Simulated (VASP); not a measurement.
A run of VASP 6.6.1 is set up as follows.

INCAR

```
ALGO     = Normal         # electronic algorithm
EDIFF    = 1E-8           # SCF threshold, eV
ENCUT    = 520            # plane-wave cutoff, eV
ISIF     = 2              # what is computed and relaxed
ISMEAR   = 0              # smearing method
LASPH    = T              # aspherical terms in the spheres
LCALCEPS = T            
LCHARG   = F              # write CHGCAR
LMIXTAU  = T            
LREAL    = F              # projectors in reciprocal space
LWAVE    = F              # write WAVECAR
METAGGA  = R2SCAN         # meta-GGA
NELM     = 60             # most SCF steps
PREC     = Accurate       # precision mode
SIGMA    = 0.01           # smearing width, eV
```

The input KPOINTS:

```
k-points
0
Gamma
  8 8 8
```

POSCAR

```
BP
1.0
    0.0000000000      2.2683155811      2.2683155811
    2.2683155811      0.0000000000      2.2683155811
    2.2683155811      2.2683155811      0.0000000000
B P
1 1
Direct
    0.0000000000      0.0000000000      0.0000000000
    0.2500000000      0.2500000000      0.2500000000
```

Potentials or basis: VASP PAW PBE potentials, release 64 (B, P).

Command:

```bash
$ cat potpaw_PBE.64/B/POTCAR potpaw_PBE.64/P/POTCAR > POTCAR
$ mpirun -np 1 vasp_std > vasp.out
```

(1) Estimate the electronic dielectric tensor (diagonal).

(2) Estimate the Born charges (mean of the diagonal).

(3) Predict the band gap on the k mesh.

## Answers

(1) 8.63.

(2) B -0.44; P +0.44 e.

(3) 1.48 eV (least direct gap 3.64 eV).
